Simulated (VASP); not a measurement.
# ZnS (F-43m) in VASP: further runs

ZnS is run at these levels: PBEsol; tasks: single point, relaxation of cell and atoms.

Everything below comes from runs of VASP 6.6.1. Logs are shortened: lines on timing, memory, paths and dates and some standing lists are left out, and cuts for length are marked.

**Experimental background.**

“Electronic, vibrational, and thermodynamic properties of ZnS (zincblende and rocksalt structure)”, 2009, arxiv:0911.5022 quotes, for a bulk crystal of ZnS at 19 K: band gap 3.85 eV (direct).

The results are compared with them further down.

## 1. The cell of the first run

The structure is cubic, space group F-43m (No. 216). The conventional cell has a = 5.356 Å, b = 5.356 Å, c = 5.356 Å, α = 90.00°, β = 90.00°, γ = 90.00°. Zn (site symmetry -43m) has 4 S at 2.32 Å within 3.1 Å. S (site symmetry -43m) has 4 Zn at 2.32 Å within 3.1 Å.

## 2. Single point, PBEsol

INCAR reads:

```
ALGO     = Normal         # electronic algorithm
EDIFF    = 1E-7           # SCF threshold, eV
ENCUT    = 520            # plane-wave cutoff, eV
GGA      = PS             # functional
ISIF     = 2              # what is computed and relaxed
ISMEAR   = 0              # smearing method
LASPH    = T              # aspherical terms in the spheres
LCHARG   = F              # write CHGCAR
LREAL    = F              # projectors in reciprocal space
LWAVE    = F              # write WAVECAR
NBANDS   = 16             # bands
NELM     = 100            # most SCF steps
PREC     = Accurate       # precision mode
SIGMA    = 0.02           # smearing width, eV
```

KPOINTS reads:

```
k-points
0
Gamma
  10 10 10
```

POSCAR reads:

```
ZnS
1.0
    0.0000000000      2.6777701686      2.6777701686
    2.6777701686      0.0000000000      2.6777701686
    2.6777701686      2.6777701686      0.0000000000
Zn S
1 1
Direct
    0.2500000000      0.2500000000      0.2500000000
    0.0000000000      0.0000000000      0.0000000000
```

Potentials or basis: VASP PAW PBE potentials, release 64 (Zn, S).

Launch:

```
$ cat potpaw_PBE.64/Zn/POTCAR potpaw_PBE.64/S/POTCAR > POTCAR
$ mpirun -np 1 vasp_std > vasp.out
```

OUTCAR:

```text
EDIFF = 1E-7
   ENCUT = 520
   GGA = PS
   ISIF = 2
   ISMEAR = 0
   LASPH = T
   LREAL = F
   NELM = 100
   PREC = Accurate

 ion  position               nearest neighbor table
   1  0.250  0.250  0.250-   2 2.32   2 2.32   2 2.32   2 2.32
   2  0.000  0.000  0.000-   1 2.32   1 2.32   1 2.32   1 2.32

  LATTYP: Found a face centered cubic cell.
 ALAT       =     5.3555403372

  Lattice vectors:

 A1 = (   0.0000000000,   2.6777701686,   2.6777701686)
 A2 = (   2.6777701686,   0.0000000000,   2.6777701686)
 A3 = (   2.6777701686,   2.6777701686,   0.0000000000)

Analysis of symmetry for initial positions (statically):
=====================================================================
 Subroutine PRICEL returns:
 Original cell was already a primitive cell.

 Routine SETGRP: Setting up the symmetry group for a
 face centered cubic supercell.

 Subroutine GETGRP returns: Found 24 space group operations
 (whereof 24 operations were pure point group operations)
 out of a pool of 48 trial point group operations.

The static configuration has the point symmetry T_d .

Analysis of symmetry for dynamics (positions and initial velocities):
=====================================================================
 Subroutine PRICEL returns:
 Original cell was already a primitive cell.

 Routine SETGRP: Setting up the symmetry group for a
 face centered cubic supercell.

 Subroutine GETGRP returns: Found 24 space group operations
 (whereof 24 operations were pure point group operations)
 out of a pool of 48 trial point group operations.

The dynamic configuration has the point symmetry T_d .

 Subroutine INISYM returns: Found 24 space group operations
 (whereof 24 operations are pure point group operations),
 and found     1 'primitive' translations

----------------------------------------------------------------------------------------

                                     Primitive cell

  volume of cell :      38.4017

  direct lattice vectors                    reciprocal lattice vectors
     0.000000000  2.677770169  2.677770169    -0.186722522  0.186722522  0.186722522
     2.677770169  0.000000000  2.677770169     0.186722522 -0.186722522  0.186722522
     2.677770169  2.677770169  0.000000000     0.186722522  0.186722522 -0.186722522

  length of vectors
     3.786938889  3.786938889  3.786938889     0.323412896  0.323412896  0.323412896

  position of ions in fractional coordinates (direct lattice)
     0.250000000  0.250000000  0.250000000
[... 77 lines left out ...]
   NELM   =    100;   NELMIN=  2; NELMDL= -5     # of ELM steps
   EDIFF  = 0.1E-06   stopping-criterion for ELM
   LREAL  =      F    real-space projection
   EDIFFG = 0.1E-05   stopping-criterion for IOM
   NSW    =      0    number of steps for IOM
   IBRION =     -1    ionic relax: 0-MD 1-quasi-New 2-CG
   NFREE  =      0    steps in history (QN), initial steepest desc. (CG)
   ISIF   =      2    stress and relaxation
   ISYM   =      2    0-nonsym 1-usesym 2-fastsym
   POTIM  = 0.5000    time-step for ionic-motion
   TEBEG  =    0.0;   TEEND  =   0.0 temperature during run
   PSTRESS=    0.0 pullay stress
   NELECT =      18.0000    total number of electrons
   NUPDOWN=      -1.0000    fix difference up-down
   EMIN   =  10.00;   EMAX   =-10.00  energy-range for DOS
   EFERMI =   0.00;   METHOD = LEGACY
   ISMEAR =     0;   SIGMA  =   0.02  broadening in eV -4-tet -1-fermi 0-gaus
   EFERMI_NEDOS =   21; number of points for ismear=-14 and -15
   IALGO  =     38    algorithm
   IMIX   =      4    mixing-type and parameters
     AMIX     =   0.40;   BMIX     =  1.00
     AMIX_MAG =   1.60;   BMIX_MAG =  1.00
  volume/ion in A,a.u.               =      19.20       129.57
  Fermi-wavevector in a.u.,A,eV,Ry     =   1.271693  2.403152 22.003393  1.617204
  Thomas-Fermi vector in A             =   2.404612
   LORBIT       =      0    0 simple, 1 ext, 2 COOP (PROOUT), +10 PAW based schemes
   GGA     = PS    functional components
   LHFCALC =     F    Hartree Fock is set to
   AEXX    =    0.0000 exact exchange contribution
   IVDW    =     0    specifies the selected vdW correction
   LEPSILON=     F    determine dielectric tensor
   LRPA    =     F    only Hartree local field effects (RPA)
 non-spin polarized calculation
 Gauss-broadening in eV      SIGMA  =   0.02
  energy-cutoff  :      520.00
  volume of cell :       38.40
 maximum number of plane-waves:      1056
   NGX = 15   NGY = 15   NGZ = 15

 number of electron      18.0000016 magnetization

 Free energy of the ion-electron system (eV)
  ---------------------------------------------------
  ext. energy  EPLUGINS =         0.00000000
  ---------------------------------------------------
  free energy    TOTEN  =        -7.58889676 eV

  energy without entropy =       -7.58889676  energy(sigma->0) =       -7.58889676

 E-fermi :   2.4152     XC(G=0):  -9.9772

 val. band max:        2.2693330564   @ k =   0.0000   0.0000   0.0000
 cond. band min:       4.3646005550   @ k =   0.0000   0.0000   0.0000
 fundamental gap:      2.0952674986
 Fermi energy:         2.4151528513

 k-point     1 :       0.0000    0.0000    0.0000
  band No.  band energies     occupation
      1     -11.0792      2.00000
      2      -4.2155      2.00000
      3      -4.2155      2.00000
      4      -4.2155      2.00000
      5      -3.6838      2.00000
      6      -3.6838      2.00000
[... 433 lines left out ...]
      3      -3.9549      2.00000
      4      -3.9470      2.00000
      5      -3.6637      2.00000
      6      -3.6220      2.00000
[... 8 lines left out ...]
     15      15.6924      0.00000
     16      18.2136      0.00000

 [... further k-points ...]

------------------------ aborting loop because EDIFF is reached ----------------------------------------

  FORCE on cell =-STRESS in cart. coord.  units (eV):
  Direction    XX          YY          ZZ          XY          YZ          ZX
  --------------------------------------------------------------------------------------
  -------------------------------------------------------------------------------------
  Total        0.0587958      0.0587958      0.0587958      0.0000000      0.0000000     -0.0000000
  in kB        2.4530533      2.4530533      2.4530533      0.0000000      0.0000000     -0.0000000
  external PRESSURE =       2.4530533 kB  Pullay stress =       0.0000000 kB

 VOLUME and BASIS-vectors are now :
 -----------------------------------------------------------------------------
  energy-cutoff  :      520.00
  volume of cell :       38.40
      direct lattice vectors                 reciprocal lattice vectors
     0.000000000  2.677770169  2.677770169    -0.186722522  0.186722522  0.186722522
     2.677770169  0.000000000  2.677770169     0.186722522 -0.186722522  0.186722522
     2.677770169  2.677770169  0.000000000     0.186722522  0.186722522 -0.186722522

 POSITION                                       TOTAL-FORCE (eV/Angst)
 -----------------------------------------------------------------------------------
      1.33889      1.33889      1.33889         0.000000     -0.000000      0.000000
      0.00000      0.00000      0.00000        -0.000000      0.000000     -0.000000
 -----------------------------------------------------------------------------------
    total drift:                               -0.000002     -0.000002     -0.000002

  FREE ENERGIE OF THE ION-ELECTRON SYSTEM (eV)
  ---------------------------------------------------
  free  energy   TOTEN  =        -7.5888967616 eV

  energy  without entropy=       -7.5888967616  energy(sigma->0) =       -7.58889676
```

OSZICAR:

```text
N       E                     dE             d eps       ncg     rms          rms(c)
DAV:   1     0.836493049875E+02    0.83649E+02   -0.84689E+03  1504   0.133E+03
DAV:   2    -0.255798745531E+01   -0.86207E+02   -0.80196E+02  1680   0.261E+02
DAV:   3    -0.794380783741E+01   -0.53858E+01   -0.53602E+01  1936   0.615E+01
DAV:   4    -0.799651035952E+01   -0.52703E-01   -0.52687E-01  1848   0.636E+00
DAV:   5    -0.799704031425E+01   -0.52995E-03   -0.52994E-03  1912   0.614E-01    0.701E+00
DAV:   6    -0.761297924075E+01    0.38406E+00   -0.79269E-01  2168   0.328E+01    0.551E+00
DAV:   7    -0.759241519148E+01    0.20564E-01   -0.23903E-01  1792   0.492E+00    0.264E+00
DAV:   8    -0.758901677093E+01    0.33984E-02   -0.53101E-03  2128   0.990E-01    0.615E-01
DAV:   9    -0.758882213708E+01    0.19463E-03   -0.10098E-03  1904   0.268E-01    0.914E-02
DAV:  10    -0.758890585089E+01   -0.83714E-04   -0.16323E-04  1848   0.919E-02    0.242E-02
DAV:  11    -0.758889644112E+01    0.94098E-05   -0.28973E-05  1800   0.434E-02    0.498E-03
DAV:  12    -0.758889679028E+01   -0.34917E-06   -0.34393E-06  1944   0.135E-02    0.368E-03
DAV:  13    -0.758889676157E+01    0.28708E-07   -0.14367E-07  1808   0.303E-03
   1 F= -.75888968E+01 E0= -.75888968E+01  d E =-.277369E-27
```

It took 46 s on 1 thread of Intel Xeon 8259CL, shared host; peak memory 0.17 GiB.

Results:

* Free energy: -7.5889 eV
* Pressure: 0.2 GPa
* Band gap on the k mesh: 2.10 eV

Caveat: the PAW data sets were made with another functional, which shifts forces and pressure a little.

## 3. Relaxation of cell and atoms, PBEsol

This run uses another cell than the first one, of 19.73 Å³/atom.

INCAR reads:

```
  PREC = Accurate
  ENCUT = 600
  EDIFF = 1E-7
  ISMEAR = 0
  SIGMA = 0.02
  LREAL = F
  LASPH = T
  NELM = 60
  ALGO = Normal
  ISIF = 3
  LWAVE = F
  LCHARG = F
  GGA = PS
  IBRION = 2
  NSW = 80
  EDIFFG = -0.01
```

KPOINTS reads:

```
Automatic mesh
0
Gamma
  10 10 10
```

POSCAR reads:

```
ZnS
1.0
    0.0000000000      2.7020000000      2.7020000000
    2.7020000000      0.0000000000      2.7020000000
    2.7020000000      2.7020000000      0.0000000000
Zn S
1 1
Direct
    0.2500000000      0.2500000000      0.2500000000
    0.0000000000      0.0000000000      0.0000000000
```

Potentials or basis: VASP PAW PBE potentials, release 64 (Zn, S).

Launch:

```
$ cat potpaw_PBE.64/Zn/POTCAR potpaw_PBE.64/S/POTCAR > POTCAR
$ mpirun -np 1 vasp_std > vasp.out
```

OUTCAR:

```text
PREC = Accurate
   ENCUT = 600
   EDIFF = 1E-7
   ISMEAR = 0
   LREAL = F
   LASPH = T
   NELM = 60
   ISIF = 3
   GGA = PS
   IBRION = 2
   NSW = 80
   EDIFFG = -0.01

 ion  position               nearest neighbor table
   1  0.250  0.250  0.250-   2 2.34   2 2.34   2 2.34   2 2.34
   2  0.000  0.000  0.000-   1 2.34   1 2.34   1 2.34   1 2.34

  LATTYP: Found a face centered cubic cell.
 ALAT       =     5.4040000000

  Lattice vectors:

 A1 = (   0.0000000000,   2.7020000000,   2.7020000000)
 A2 = (   2.7020000000,   0.0000000000,   2.7020000000)
 A3 = (   2.7020000000,   2.7020000000,   0.0000000000)

Analysis of symmetry for initial positions (statically):
=====================================================================
 Subroutine PRICEL returns:
 Original cell was already a primitive cell.

 Routine SETGRP: Setting up the symmetry group for a
 face centered cubic supercell.

 Subroutine GETGRP returns: Found 24 space group operations
 (whereof 24 operations were pure point group operations)
 out of a pool of 48 trial point group operations.

The static configuration has the point symmetry T_d .

Analysis of symmetry for dynamics (positions and initial velocities):
=====================================================================
 Subroutine PRICEL returns:
 Original cell was already a primitive cell.

 Routine SETGRP: Setting up the symmetry group for a
 face centered cubic supercell.

 Subroutine GETGRP returns: Found 24 space group operations
 (whereof 24 operations were pure point group operations)
 out of a pool of 48 trial point group operations.

The dynamic configuration has the point symmetry T_d .

 Subroutine INISYM returns: Found 24 space group operations
 (whereof 24 operations are pure point group operations),
 and found     1 'primitive' translations

----------------------------------------------------------------------------------------

                                     Primitive cell

  volume of cell :      39.4535
[... 122 lines left out ...]
 Gauss-broadening in eV      SIGMA  =   0.02
  energy-cutoff  :      600.00
  volume of cell :       39.45
 maximum number of plane-waves:      1363
   NGX = 15   NGY = 15   NGZ = 15

--------------------------------------- Ionic step        1  -------------------------------------------

 number of electron      17.9999998 magnetization

 Free energy of the ion-electron system (eV)
  ---------------------------------------------------
  ext. energy  EPLUGINS =         0.00000000
  ---------------------------------------------------
  free energy    TOTEN  =        -7.58393365 eV

  energy without entropy =       -7.58393365  energy(sigma->0) =       -7.58393365

------------------------ aborting loop because EDIFF is reached ----------------------------------------

  FORCE on cell =-STRESS in cart. coord.  units (eV):
  Direction    XX          YY          ZZ          XY          YZ          ZX
  --------------------------------------------------------------------------------------
  -------------------------------------------------------------------------------------
  Total       -0.4402109     -0.4402109     -0.4402109      0.0000000      0.0000000     -0.0000000
  in kB      -17.8766179    -17.8766179    -17.8766179      0.0000000      0.0000000     -0.0000000
  external PRESSURE =     -17.8766179 kB  Pullay stress =       0.0000000 kB
[... 23 lines left out ...]
--------------------------------------- Ionic step        2  -------------------------------------------

 number of electron      17.9999988 magnetization

 E-fermi :   2.4273     XC(G=0): -10.0008

 val. band max:        2.3172926952   @ k =   0.0000   0.0000   0.0000
 cond. band min:       4.4348227841   @ k =   0.0000   0.0000   0.0000
 fundamental gap:      2.1175300890
 Fermi energy:         2.4273291895

 k-point     1 :       0.0000    0.0000    0.0000
  band No.  band energies     occupation
      1     -11.0676      2.00000
      2      -4.1900      2.00000
      3      -4.1900      2.00000
      4      -4.1900      2.00000
      5      -3.6522      2.00000
      6      -3.6522      2.00000
      7       2.3173      2.00000
      8       2.3173      2.00000
      9       2.3173      2.00000
     10       4.4348      0.00000
     11       8.6013      0.00000
     12       8.6013      0.00000
     13       8.6013      0.00000
[... 403 lines left out ...]
--------------------------------------- Ionic step        3  -------------------------------------------

 number of electron      17.9999989 magnetization

 Free energy of the ion-electron system (eV)
  ---------------------------------------------------
  ext. energy  EPLUGINS =         0.00000000
  ---------------------------------------------------
  free energy    TOTEN  =        -7.58928861 eV

  energy without entropy =       -7.58928861  energy(sigma->0) =       -7.58928861

 E-fermi :   2.3488     XC(G=0):  -9.9631

 val. band max:        2.2403544647   @ k =   0.0000   0.0000   0.0000
 cond. band min:       4.3229999184   @ k =   0.0000   0.0000   0.0000
 fundamental gap:      2.0826454537
 Fermi energy:         2.3487816869

 k-point     1 :       0.0000    0.0000    0.0000
  band No.  band energies     occupation
      1     -11.0862      2.00000
      2      -4.2319      2.00000
      3      -4.2319      2.00000
      4      -4.2319      2.00000
      5      -3.7039      2.00000
      6      -3.7039      2.00000
      7       2.2404      2.00000
      8       2.2404      2.00000
      9       2.2404      2.00000
     10       4.3230      0.00000
     11       8.5309      0.00000
     12       8.5309      0.00000
     13       8.5309      0.00000
[... 397 lines left out ...]
  FREE ENERGIE OF THE ION-ELECTRON SYSTEM (eV)
  ---------------------------------------------------
  free  energy   TOTEN  =        -7.5892886141 eV

  energy  without entropy=       -7.5892886141  energy(sigma->0) =       -7.58928861

 reached required accuracy - stopping structural energy minimisation
```

OSZICAR:

```text
N       E                     dE             d eps       ncg     rms          rms(c)
DAV:   1     0.868473774968E+02    0.86847E+02   -0.95833E+03  1222   0.180E+03
[... 26 lines left out ...]
DAV:   1    -0.760142296231E+01   -0.12742E-01   -0.15579E-01  1442   0.964E+00    0.792E-01
DAV:   2    -0.759087441466E+01    0.10549E-01   -0.36875E-02  1447   0.602E+00    0.305E-01
DAV:   3    -0.758963969132E+01    0.12347E-02   -0.14482E-03  1272   0.379E-01    0.139E-01
DAV:   4    -0.758933802006E+01    0.30167E-03   -0.15624E-04  1445   0.209E-01    0.634E-02
DAV:   5    -0.758928845974E+01    0.49560E-04   -0.45169E-05  1862   0.145E-01    0.124E-02
DAV:   6    -0.758928826134E+01    0.19840E-06   -0.14656E-05  1272   0.504E-02    0.612E-03
DAV:   7    -0.758928866795E+01   -0.40661E-06   -0.74529E-07  1497   0.187E-02    0.255E-03
DAV:   8    -0.758928861411E+01    0.53839E-07   -0.20812E-07   646   0.830E-03
   3 F= -.75892886E+01 E0= -.75892886E+01  d E =-.535497E-02
```

It took 89 s on 1 thread of Intel Xeon 8259CL, shared host; peak memory 0.2 GiB.

What came out:

- Free energy: -7.5893 eV
- Relaxed volume: 19.26 Å³/atom
- Relaxed cell: a = 3.791 Å, b = 3.791 Å, c = 3.791 Å, α = 60.00°, β = 60.00°, γ = 60.00°
- Space group after relaxing (to 0.1 Å): F-43m (No. 216)
- Energy gained by relaxing: 2.7 meV/atom
- Ionic steps: 3
- Pressure after relaxing: 0.0 GPa
- Band gap on the k mesh: 2.08 eV

Step by step:
```csv
step,energy change (eV),largest force (eV/Å),pressure (GPa),volume (Å³)
1,0.0000,0.0000,-1.79,39.45
2,-0.0047,0.0000,0.64,38.21
3,-0.0054,0.0000,0.01,38.52
```

Final structure:
```xyz
2
Lattice="0.0000 2.6804 2.6804 2.6804 0.0000 2.6804 2.6804 2.6804 0.0000" Properties=species:S:1:pos:R:3 pbc="T T T"
Zn    1.3402    1.3402    1.3402
S     0.0000    0.0000    0.0000
```

Caveat: the PAW data sets were made with another functional, which shifts forces and pressure a little. PBEsol gaps usually lie below the measured ones, often by a third to a half.

## 4. How close it comes

Step 2. Against the measured gap of ZnS, 3.85 eV (direct; 19 K; quoted in “Electronic, vibrational, and thermodynamic properties of ZnS (zincblende and rocksalt structure)”, 2009, arxiv:0911.5022), the calculated 2.10 eV is off by -1.75 eV. The value is that of PBEsol, without temperature or zero-point motion. Semilocal functionals fall short of measured gaps as a rule.
